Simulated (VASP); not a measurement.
# Te2Mo in VASP: a series of runs

The runs below take Te2Mo through single point, with LDA.

All numbers are computed with VASP 6.6.1; they aren't measurements. Logs are shortened: lines on timing, memory, paths and dates and some standing lists are left out, and cuts for length are marked.

## Step 1: The cell of the first run

The cell holds a slab with vacuum, 3 atoms: a = 3.536 Å, b = 3.536 Å, c = 17.406 Å, α = 90.00°, β = 90.00°, γ = 120.00°.

## Step 2: Single point, LDA (volume scaled by 0.98)

File INCAR:

```
ALGO     = Normal         # electronic algorithm
EDIFF    = 1E-7           # SCF threshold, eV
ENCUT    = 520            # plane-wave cutoff, eV
GGA      = CA             # functional
ISIF     = 2              # what is computed and relaxed
ISMEAR   = -1             # smearing method
LASPH    = T              # aspherical terms in the spheres
LCHARG   = F              # write CHGCAR
LREAL    = F              # projectors in reciprocal space
LWAVE    = F              # write WAVECAR
NBANDS   = 20             # bands
NELM     = 60             # most SCF steps
PREC     = Accurate       # precision mode
SIGMA    = 0.05           # smearing width, eV
```

File KPOINTS:

```
k-points
0
Gamma
  9 9 2
```

File POSCAR:

```
Te2Mo
1.0
    3.5363379141      0.0000000000      0.0000000000
   -1.7681689570      3.0625584699      0.0000000000
    0.0000000000      0.0000000000     17.4064431499
Te Mo
2 1
Direct
    0.3333333333      0.6666666667      0.1021445500
    0.3333333333      0.6666666667      0.8978554500
    0.0000000000      0.0000000000      0.0000000000
```

Potentials or basis: VASP PAW LDA potentials, release 64 (Te, Mo_sv).

Command:

```console
$ cat potpaw_LDA.64/Te/POTCAR potpaw_LDA.64/Mo_sv/POTCAR > POTCAR
$ mpirun -np 1 vasp_std > vasp.out
```

OUTCAR:

```text
EDIFF = 1E-7
   ENCUT = 520
   GGA = CA
   ISIF = 2
   ISMEAR = -1
   LASPH = T
   LREAL = F
   NELM = 60
   PREC = Accurate

 ion  position               nearest neighbor table
   1  0.333  0.667  0.102-   3 2.71   3 2.71   3 2.71   2 3.56
   2  0.333  0.667  0.898-   3 2.71   3 2.71   3 2.71   1 3.56
   3  0.000  0.000  0.000-   1 2.71   2 2.71   1 2.71   2 2.71   1 2.71   2 2.71

  LATTYP: Found a hexagonal cell.
 ALAT       =     3.5363379141
 C/A-ratio  =     4.9221662558

  Lattice vectors:

 A1 = (   3.5363379141,   0.0000000000,   0.0000000000)
 A2 = (  -1.7681689570,   3.0625584699,   0.0000000000)
 A3 = (   0.0000000000,   0.0000000000,  17.4064431499)

Analysis of symmetry for initial positions (statically):
[... 9 lines left out ...]
 out of a pool of 24 trial point group operations.

The static configuration has the point symmetry D_3h.

Analysis of symmetry for dynamics (positions and initial velocities):
[... 9 lines left out ...]
 out of a pool of 24 trial point group operations.

The dynamic configuration has the point symmetry D_3h.

 Subroutine INISYM returns: Found 12 space group operations
[... 5 lines left out ...]
                                     Primitive cell

  volume of cell :     188.5160

  direct lattice vectors                    reciprocal lattice vectors
     3.536337914  0.000000000  0.000000000     0.282778406  0.163262189  0.000000000
    -1.768168957  3.062558470  0.000000000     0.000000000  0.326524378  0.000000000
     0.000000000  0.000000000 17.406443150     0.000000000  0.000000000  0.057449991

  length of vectors
     3.536337914  3.536337914 17.406443150     0.326524378  0.326524378  0.057449991

  position of ions in fractional coordinates (direct lattice)
     0.333333333  0.666666667  0.102144550
     0.333333333  0.666666667  0.897855450
     0.000000000  0.000000000  0.000000000

  ion indices of the primitive-cell ions
   primitive index   ion index
                 1           1
                 2           2
                 3           3

----------------------------------------------------------------------------------------

 KPOINTS: k-points

Automatic generation of k-mesh.
 Grid dimensions read from file:
 generate k-points for:    9    9    2

 Generating k-lattice:

[... 50 lines left out ...]
 SYSTEM =  unknown system
   PREC   = accura    normal or accurate (medium, high low for compatibility)
   ISTART =      0    job   : 0-new  1-cont  2-samecut
   ICHARG =      2    charge: 1-file 2-atom 10-const
   ISPIN  =      1    spin polarized calculation?
   LNONCOLLINEAR =      F non collinear calculations
   LSORBIT =      F    spin-orbit coupling
   LASPH  =      T    aspherical Exc in radial PAW
   ENCUT  =  520.0 eV  38.22 Ry    6.18 a.u.   6.58  6.58 32.36*2*pi/ulx,y,z
   NELM   =     60;   NELMIN=  2; NELMDL= -5     # of ELM steps
   EDIFF  = 0.1E-06   stopping-criterion for ELM
   LREAL  =      F    real-space projection
   EDIFFG = 0.1E-05   stopping-criterion for IOM
   NSW    =      0    number of steps for IOM
   IBRION =     -1    ionic relax: 0-MD 1-quasi-New 2-CG
   NFREE  =      0    steps in history (QN), initial steepest desc. (CG)
   ISIF   =      2    stress and relaxation
   ISYM   =      2    0-nonsym 1-usesym 2-fastsym
   POTIM  = 0.5000    time-step for ionic-motion
   TEBEG  =    0.0;   TEEND  =   0.0 temperature during run
   PSTRESS=    0.0 pullay stress
   NELECT =      26.0000    total number of electrons
   NUPDOWN=      -1.0000    fix difference up-down
   EMIN   =  10.00;   EMAX   =-10.00  energy-range for DOS
   EFERMI =   0.00;   METHOD = LEGACY
   ISMEAR =    -1;   SIGMA  =   0.05  broadening in eV -4-tet -1-fermi 0-gaus
   EFERMI_NEDOS =   21; number of points for ismear=-14 and -15
   IALGO  =     38    algorithm
   IMIX   =      4    mixing-type and parameters
     AMIX     =   0.40;   BMIX     =  1.00
     AMIX_MAG =   1.60;   BMIX_MAG =  1.00
  volume/ion in A,a.u.               =      62.84       424.06
  Fermi-wavevector in a.u.,A,eV,Ry     =   0.845830  1.598387  9.734000  0.715429
  Thomas-Fermi vector in A             =   1.961081
   LORBIT       =      0    0 simple, 1 ext, 2 COOP (PROOUT), +10 PAW based schemes
   GGA     = CA    functional components
   LHFCALC =     F    Hartree Fock is set to
   AEXX    =    0.0000 exact exchange contribution
   IVDW    =     0    specifies the selected vdW correction
   LEPSILON=     F    determine dielectric tensor
   LRPA    =     F    only Hartree local field effects (RPA)
 non-spin polarized calculation
  energy-cutoff  :      520.00
  volume of cell :      188.52
 maximum number of plane-waves:      5152
 NGX is ok and might be reduce to    28
   NGX = 13   NGY = 13   NGZ = 65

 number of electron      26.0000000 magnetization

 Free energy of the ion-electron system (eV)
  ---------------------------------------------------
  ext. energy  EPLUGINS =         0.00000000
  ---------------------------------------------------
  free energy    TOTEN  =       -20.44405349 eV

  energy without entropy =      -20.44405209  energy(sigma->0) =      -20.44405279

 E-fermi :   0.4954     XC(G=0):  -4.8787

 val. band max:       -0.0451133886   @ k =   0.3333   0.3333   0.5000
 cond. band min:       1.0303584198   @ k =   0.3333   0.3333   0.0000
 fundamental gap:      1.0754718084
 Fermi energy:         0.4954357429

 k-point     1 :       0.0000    0.0000    0.0000
  band No.  band energies     occupation
      1     -60.3098      2.00000
      2     -34.6624      2.00000
      3     -34.5424      2.00000
      4     -34.5424      2.00000
      5     -12.6822      2.00000
      6     -11.6613      2.00000
[... 541 lines left out ...]
     19       5.1674      0.00000
     20       7.3214      0.00000

------------------------ aborting loop because EDIFF is reached ----------------------------------------

  FORCE on cell =-STRESS in cart. coord.  units (eV):
  Direction    XX          YY          ZZ          XY          YZ          ZX
  --------------------------------------------------------------------------------------
  -------------------------------------------------------------------------------------
  Total       -1.5348833     -1.5348833     -0.3056823     -0.0000000      0.0000000      0.0000000
  in kB      -13.0448100    -13.0448100     -2.5979617     -0.0000000      0.0000000      0.0000000
  external PRESSURE =      -9.5625272 kB  Pullay stress =       0.0000000 kB

 VOLUME and BASIS-vectors are now :
 -----------------------------------------------------------------------------
  energy-cutoff  :      520.00
  volume of cell :      188.52
      direct lattice vectors                 reciprocal lattice vectors
     3.536337914  0.000000000  0.000000000     0.282778406  0.163262189  0.000000000
    -1.768168957  3.062558470  0.000000000     0.000000000  0.326524378  0.000000000
     0.000000000  0.000000000 17.406443150     0.000000000  0.000000000  0.057449991

 POSITION                                       TOTAL-FORCE (eV/Angst)
 -----------------------------------------------------------------------------------
     -0.00000      2.04171      1.77797        -0.000000     -0.000000     -0.082361
     -0.00000      2.04171     15.62847        -0.000000      0.000000      0.082361
      0.00000      0.00000      0.00000         0.000000     -0.000000      0.000000
 -----------------------------------------------------------------------------------
    total drift:                                0.000000     -0.000000     -0.000000

  FREE ENERGIE OF THE ION-ELECTRON SYSTEM (eV)
  ---------------------------------------------------
  free  energy   TOTEN  =       -20.4440534941 eV

  energy  without entropy=      -20.4440520891  energy(sigma->0) =      -20.44405279
```

stdout:

```text
POSCAR found type information on POSCAR TeMo
 POSCAR found :  2 types and       3 ions
 scaLAPACK will be used
 LDA part: xc-table for (Slater(with rela. corr.)+CA(PZ))
 , standard interpolation
 POSCAR, INCAR and KPOINTS ok, starting setup
 FFT: planning ... GRIDC
 FFT: planning ... GRID_SOFT
 FFT: planning ... GRID
 WAVECAR not read
 entering main loop
```

Run time: 1.7 min. Hardware: 1 thread of Intel Xeon Platinum 8559C (Emerald Rapids), shared host; peak memory 0.29 GiB.

What came out:

```yaml
Free_energy: -20.4441 eV
Largest_force: 0.082 eV/Å
Band_gap_on_the_k_mesh: 1.08 eV, direct
```

Forces in eV/Å, atoms in the order of the input:
```
Te   0.000  0.000 -0.082
Te   0.000  0.000  0.082
Mo   0.000  0.000  0.000
```

Caveat: the cell differs from its parent crystal (volume scaled by 0.98); spin-orbit coupling is left out, which moves the levels of the heavy elements.

## Step 3: Single point, LDA

This run uses another cell than the first one, of 64.12 Å³/atom, 1.020 times its volume.

File INCAR:

```
SYSTEM = Te2Mo
PREC = Accurate
ENCUT = 520
EDIFF = 1E-7
ISMEAR = -1
SIGMA = 0.05
LREAL = .FALSE.
LASPH = .TRUE.
NELM = 80
ALGO = Normal
ISIF = 2
LWAVE = .FALSE.
LCHARG = .FALSE.
GGA = CA
NBANDS = 20
```

File KPOINTS:

```
Automatic mesh
0
G
  9 9 2
  0 0 0
```

File POSCAR:

```
Te2Mo
1.0
    3.5602328140      0.0000000000      0.0000000000
   -1.7801164070      3.0832520603      0.0000000000
    0.0000000000      0.0000000000     17.5240578200
Te Mo
2 1
Direct
    0.3333333333      0.6666666667      0.1021445500
    0.3333333333      0.6666666667      0.8978554500
    0.0000000000      0.0000000000      0.0000000000
```

Potentials or basis: VASP PAW LDA potentials, release 64 (Te, Mo_sv).

Command:

```console
$ cat potpaw_LDA.64/Te/POTCAR potpaw_LDA.64/Mo_sv/POTCAR > POTCAR
$ mpirun -np 1 vasp_std > vasp.out
```

Wall time 89 s (1 thread of Intel Xeon Platinum 8559C (Emerald Rapids), shared host); peak memory 0.3 GiB.

The run converged. Its results:

* Free energy: -20.4123 eV
* Largest force: 0.370 eV/Å
* Band gap on the k mesh: 1.04 eV, direct

Forces on the atoms (eV/Å):
```
Te   0.000  0.000 -0.370
Te   0.000  0.000  0.370
Mo   0.000  0.000  0.000
```

Levels at points of the mesh, in eV from the valence-band top:
| k point | band 11 | band 12 | band 13 | band 14 | band 15 | band 16 |
| --- | --- | --- | --- | --- | --- | --- |
| (0.00, 0.00, 0.00) | -0.89 | -0.89 | -0.37 | 3.06 | 3.06 | 3.36 |
| (0.00, 0.00, 0.50) | -0.89 | -0.89 | -0.37 | 3.06 | 3.06 | 3.36 |

Caveat: spin-orbit coupling is left out, which moves the levels of the heavy elements.

## Step 4: Single point, LDA (volume scaled by 1.02)

File INCAR:

```
ALGO     = Normal         # electronic algorithm
EDIFF    = 1E-6           # SCF threshold, eV
ENCUT    = 520            # plane-wave cutoff, eV
GGA      = CA             # functional
ISIF     = 2              # what is computed and relaxed
ISMEAR   = -1             # smearing method
LASPH    = T              # aspherical terms in the spheres
LCHARG   = F              # write CHGCAR
LREAL    = F              # projectors in reciprocal space
LWAVE    = F              # write WAVECAR
NBANDS   = 20             # bands
NELM     = 60             # most SCF steps
PREC     = Accurate       # precision mode
SIGMA    = 0.05           # smearing width, eV
```

File KPOINTS:

```
k-points
0
Gamma
  9 9 2
```

File POSCAR:

```
Te2Mo
1.0
    3.5838112019      0.0000000000      0.0000000000
   -1.7919056009      3.1036715432      0.0000000000
    0.0000000000      0.0000000000     17.6401145653
Te Mo
2 1
Direct
    0.3333333333      0.6666666667      0.1021445500
    0.3333333333      0.6666666667      0.8978554500
    0.0000000000      0.0000000000      0.0000000000
```

Command:

```console
$ cat potpaw_LDA.64/Te/POTCAR potpaw_LDA.64/Mo_sv/POTCAR > POTCAR
$ mpirun -np 1 vasp_std > vasp.out
```

Wall time 79 s (1 thread of Intel Xeon Platinum 8559C (Emerald Rapids), shared host); peak memory 0.29 GiB.

It converged, with:

- Free energy: -20.3640 eV
- Largest force: 0.634 eV/Å
- Band gap on the k mesh: 1.01 eV, direct

Forces in eV/Å, atoms in the order of the input:
```
Te   0.000  0.000 -0.634
Te   0.000  0.000  0.634
Mo   0.000  0.000  0.000
```

Levels at points of the mesh, in eV from the valence-band top:
| k point | band 9 | band 10 | band 11 | band 12 | band 13 | band 14 | band 15 | band 16 | band 17 | band 18 |
| --- | --- | --- | --- | --- | --- | --- | --- | --- | --- | --- |
| (0.00, 0.00, 0.00) | -1.66 | -1.58 | -0.89 | -0.89 | -0.36 | 2.97 | 2.97 | 3.24 | 3.24 | 4.34 |
| (0.00, 0.00, 0.50) | -1.66 | -1.58 | -0.89 | -0.89 | -0.36 | 2.97 | 2.97 | 3.24 | 3.24 | 4.42 |

Caveat: the cell differs from its parent crystal (volume scaled by 1.02); spin-orbit coupling is left out, which moves the levels of the heavy elements.

## Step 5: Single point, LDA (volume scaled by 1.04)

File INCAR:

```
PREC     = Accurate       # precision mode
ENCUT    = 520            # plane-wave cutoff, eV
EDIFF    = 1E-7           # SCF threshold, eV
ISMEAR   = -1             # smearing method
SIGMA    = 0.05           # smearing width, eV
LREAL    = False          # projectors in reciprocal space
LASPH    = True           # aspherical terms in the spheres
NELM     = 80             # most SCF steps
ALGO     = Normal         # electronic algorithm
ISIF     = 2              # what is computed and relaxed
LWAVE    = False          # write WAVECAR
LCHARG   = True           # write CHGCAR
GGA      = CA             # functional
LELF     = True           # ELF
LVHAR    = True         
NBANDS   = 20             # bands
```

File KPOINTS:

```
Automatic mesh
0
Gamma
  9 9 2
```

File POSCAR:

```
Te2Mo
1.0
    3.6070833553      0.0000000000      0.0000000000
   -1.8035416776      3.1238258192      0.0000000000
    0.0000000000      0.0000000000     17.7546639734
Te Mo
2 1
Direct
    0.3333333333      0.6666666667      0.1021445500
    0.3333333333      0.6666666667      0.8978554500
    0.0000000000      0.0000000000      0.0000000000
```

Command:

```console
$ cat potpaw_LDA.64/Te/POTCAR potpaw_LDA.64/Mo_sv/POTCAR > POTCAR
$ mpirun -np 1 vasp_std > vasp.out
```

Run time: 72 s. Hardware: 1 thread of Intel Xeon Platinum 8559C (Emerald Rapids), shared host; peak memory 0.3 GiB.

The run converged. Its results:

| Item | Value |
| --- | --- |
| Free energy | -20.3008 eV |
| Largest force | 0.877 eV/Å |
| Band gap on the k mesh | 0.98 eV, direct |

Forces in eV/Å, atoms in the order of the input:
```
Te   0.000  0.000 -0.877
Te   0.000  0.000  0.877
Mo   0.000  0.000  0.000
```

Levels at points of the mesh, in eV from the valence-band top:
| k point | band 11 | band 12 | band 13 | band 14 | band 15 | band 16 |
| --- | --- | --- | --- | --- | --- | --- |
| (0.00, 0.00, 0.00) | -0.88 | -0.88 | -0.34 | 2.88 | 2.88 | 3.13 |
| (0.00, 0.00, 0.50) | -0.88 | -0.88 | -0.34 | 2.88 | 2.88 | 3.13 |

Caveat: the cell differs from its parent crystal (volume scaled by 1.04); spin-orbit coupling is left out, which moves the levels of the heavy elements.

## Step 6: Single point, LDA (volume scaled by 1.06)

File INCAR:

```
SYSTEM = Te2Mo
PREC = Accurate
ENCUT = 520
EDIFF = 1E-6
ISMEAR = -1
SIGMA = 0.05
LREAL = .False.
LASPH = .True.
NELM = 100
ALGO = Normal
ISIF = 2
LWAVE = .False.
LCHARG = .True.
LELF = .True.
LVHAR = .True.
NBANDS = 20
```

File KPOINTS:

```
Automatic mesh
0
Gamma
  9 9 2
  0 0 0
```

File POSCAR:

```
Te2Mo
1.0
    3.6300590280      0.0000000000      0.0000000000
   -1.8150295140      3.1437233354      0.0000000000
    0.0000000000      0.0000000000     17.8677540541
Te Mo
2 1
Direct
    0.3333333333      0.6666666667      0.1021445500
    0.3333333333      0.6666666667      0.8978554500
    0.0000000000      0.0000000000      0.0000000000
```

Potentials or basis: VASP PAW LDA potentials, release 64 (Te, Mo_sv).

Command:

```console
$ cat potpaw_LDA.64/Te/POTCAR potpaw_LDA.64/Mo_sv/POTCAR > POTCAR
$ mpirun -np 1 vasp_std > vasp.out
```

OUTCAR:

```text
SYSTEM = Te2Mo
   PREC = Accurate
   ENCUT = 520
   EDIFF = 1E-6
   ISMEAR = -1
   LREAL = .False.
   LASPH = .True.
   NELM = 100
   ISIF = 2

 ion  position               nearest neighbor table
   1  0.333  0.667  0.102-   3 2.78   3 2.78   3 2.78   2 3.65
   2  0.333  0.667  0.898-   3 2.78   3 2.78   3 2.78   1 3.65
   3  0.000  0.000  0.000-   1 2.78   2 2.78   1 2.78   2 2.78   1 2.78   2 2.78

  LATTYP: Found a hexagonal cell.
 ALAT       =     3.6300590280
[... 743 lines left out ...]

  FORCE on cell =-STRESS in cart. coord.  units (eV):
  Direction    XX          YY          ZZ          XY          YZ          ZX
  --------------------------------------------------------------------------------------
  -------------------------------------------------------------------------------------
  Total       -4.5558758     -4.5558758     -4.0321907      0.0000000      0.0000000      0.0000000
  in kB      -35.7976472    -35.7976472    -31.6828086      0.0000000      0.0000000      0.0000000
  external PRESSURE =     -34.4260343 kB  Pullay stress =       0.0000000 kB

 VOLUME and BASIS-vectors are now :
 -----------------------------------------------------------------------------
  energy-cutoff  :      520.00
  volume of cell :      203.91
      direct lattice vectors                 reciprocal lattice vectors
     3.630059028  0.000000000  0.000000000     0.275477614  0.159047075  0.000000000
    -1.815029514  3.143723335  0.000000000     0.000000000  0.318094149  0.000000000
     0.000000000  0.000000000 17.867754054     0.000000000  0.000000000  0.055966743

 POSITION                                       TOTAL-FORCE (eV/Angst)
 -----------------------------------------------------------------------------------
     -0.00000      2.09582      1.82509        -0.000000     -0.000000     -1.101419
     -0.00000      2.09582     16.04266        -0.000000     -0.000000      1.101419
      0.00000      0.00000      0.00000         0.000000      0.000000      0.000000
 -----------------------------------------------------------------------------------
    total drift:                                0.000000     -0.000000     -0.000000

  FREE ENERGIE OF THE ION-ELECTRON SYSTEM (eV)
  ---------------------------------------------------
  free  energy   TOTEN  =       -20.2243778138 eV

  energy  without entropy=      -20.2243735072  energy(sigma->0) =      -20.22437566
```

stdout:

```text
POSCAR found type information on POSCAR TeMo
 POSCAR found :  2 types and       3 ions
 scaLAPACK will be used
 LDA part: xc-table for (Slater(with rela. corr.)+CA(PZ))
 , standard interpolation
 POSCAR, INCAR and KPOINTS ok, starting setup
 FFT: planning ... GRIDC
 FFT: planning ... GRID_SOFT
 FFT: planning ... GRID
 WAVECAR not read
 entering main loop
```

Wall time 67 s (1 thread of Intel Xeon Platinum 8559C (Emerald Rapids), shared host); peak memory 0.3 GiB.

What came out:

```yaml
Free_energy: -20.2244 eV
Largest_force: 1.101 eV/Å
Band_gap_on_the_k_mesh: 0.96 eV, direct
```

Forces on the atoms (eV/Å):
```
Te   0.000  0.000 -1.101
Te   0.000  0.000  1.101
Mo   0.000  0.000  0.000
```

Caveat: the cell differs from its parent crystal (volume scaled by 1.06); spin-orbit coupling is left out, which moves the levels of the heavy elements.

## Step 7: The runs side by side

| cell | gap on the mesh (eV) | largest force (eV/Å) |
| --- | --- | --- |
| a = 3.536, b = 3.536, c = 17.406 Å, angles 90.0, 90.0, 120.0°, 3 atoms | 1.08 | 0.08 |
| a = 3.560, b = 3.560, c = 17.524 Å, angles 90.0, 90.0, 120.0°, 3 atoms | 1.04 | 0.37 |
| a = 3.584, b = 3.584, c = 17.640 Å, angles 90.0, 90.0, 120.0°, 3 atoms | 1.01 | 0.63 |
| a = 3.607, b = 3.607, c = 17.755 Å, angles 90.0, 90.0, 120.0°, 3 atoms | 0.98 | 0.88 |
| a = 3.630, b = 3.630, c = 17.868 Å, angles 90.0, 90.0, 120.0°, 3 atoms | 0.96 | 1.10 |

Alike in all rows: task single point; level LDA; potentials or basis VASP PAW LDA potentials, release 64 (Te, Mo_sv); no spin polarisation; k mesh 9 × 9 × 2; cutoff (eV) 520; smearing fermi-dirac 0.05 eV.

Caveats: spin-orbit coupling is left out, which moves the levels of the heavy elements.

Total energies depend on the potentials used, so only differences within one code and one set of settings carry meaning.
